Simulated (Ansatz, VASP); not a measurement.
## Two plane-wave programs on La

```
CELL_PARAMETERS angstrom
3.58889 0.00000 0.00000
-1.79444 3.10807 0.00000
0.00000 0.00000 11.54078
ATOMIC_POSITIONS crystal
La 0.00000 0.00000 0.00000
La 0.00000 0.00000 0.50000
La 0.33333 0.66667 0.25000
La 0.66667 0.33333 0.75000
```

Alike in both runs: functional LDA; k mesh 14 × 14 × 4; occupations gaussian, width 0.05 eV; no spin polarisation.

Ansatz relaxed the structure, and its values are those at the end. VASP's run is a single point on that final structure, the one shown.

|  | VASP | Ansatz |
| --- | --- | --- |
| version | VASP 6.6.1 | Ansatz 0.2.0 |
| potentials or method | VASP PAW LDA potentials, release 64 (La), cutoff 520 eV | scalar-relativistic, plane waves, PAW |
| valence electrons in the cell | 44 | 44 |

Ansatz gave:

```
pressure (GPa) : 0.0
```

Question: What did VASP give for the same quantities?

Answer: Pressure (GPa): -0.1.

LDA's correlation is that of Perdew and Zunger in VASP and of Perdew and Wang (1992) in Ansatz.

Neither program's run includes spin-orbit coupling.
